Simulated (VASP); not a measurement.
Wanted: the native input for a VASP 6.6.1 run.

* Task: single point
* Functional: r2SCAN
* Potentials or basis: VASP PAW PBE potentials, release 64 (Ge_d)
* Cutoff: 520 eV
* k mesh: 12 × 12 × 6
* Occupations: gaussian, width 0.01 eV
* Spin: no spin polarisation
* Dipole correction: no
* Further INCAR settings: ALGO = Normal; EDIFF = 1e-07; NBANDS = 36

Crystal: Ge.

```
Ge
1.0
     3.99565    0.00000    0.00000
    -1.99782    3.46033    0.00000
     0.00000    0.00000    6.89983
Ge
4
Direct
  0.66667 0.33333 0.06489
  0.33333 0.66667 0.56489
  0.66667 0.33333 0.43511
  0.33333 0.66667 0.93511
```

This cell differs from its parent crystal: strain along c alone, the other axes held: +4.5 %, then relaxed in part.

One way to write it, as run:

POSCAR

```
Ge
1.0
    3.9956487028      0.0000000000      0.0000000000
   -1.9978243514      3.4603332812      0.0000000000
    0.0000000000      0.0000000000      6.8998329742
Ge
4
Direct
    0.6666666667      0.3333333333      0.0648858505
    0.3333333333      0.6666666667      0.5648858505
    0.6666666667      0.3333333333      0.4351141495
    0.3333333333      0.6666666667      0.9351141495
```

INCAR.step1

```
PREC = Accurate
ENCUT = 520
ISMEAR = 0
SIGMA = 0.01
LREAL = F
LASPH = T
NELM = 80
NBANDS = 36
GGA = PE
ALGO = Normal
EDIFF = 1E-4
LWAVE = T
LCHARG = F
```

INCAR.step2

```
PREC = Accurate
ENCUT = 520
EDIFF = 1E-7
ISMEAR = 0
SIGMA = 0.01
LREAL = F
LASPH = T
NELM = 80
ALGO = Normal
ISIF = 2
LWAVE = F
LCHARG = F
METAGGA = R2SCAN
LMIXTAU = T
NBANDS = 36
ISTART = 1
```

KPOINTS

```
regular mesh
0
Gamma
  12 12 6
```

Potentials or basis: VASP PAW PBE potentials, release 64 (Ge_d).

The run is started by

```console
$ cat potpaw_PBE.64/Ge_d/POTCAR > POTCAR
$ cp INCAR.step1 INCAR
$ mpirun -np 1 vasp_std > vasp.out
$ cp INCAR.step2 INCAR
$ mpirun -np 1 vasp_std > vasp.out
```

It gave:

The pressure is -2.7 GPa and the largest force is 0.005 eV/Å. The band gap on the k mesh is zero (filled and empty bands touch).

Caveat: the cell differs from its parent crystal (strain along c alone, the other axes held: +4.5 %, then relaxed in part); the stress differs along the axes, from -7 to -1 GPa; semilocal functionals underestimate gaps, and a narrow one can read as zero; the PAW data sets were made with another functional, which shifts forces and pressure a little.

Run time: 17 min on 1 thread of Intel(R) Xeon(R) 6975P-C (Granite Rapids), with other jobs on the host, peak memory 0.34 GiB.
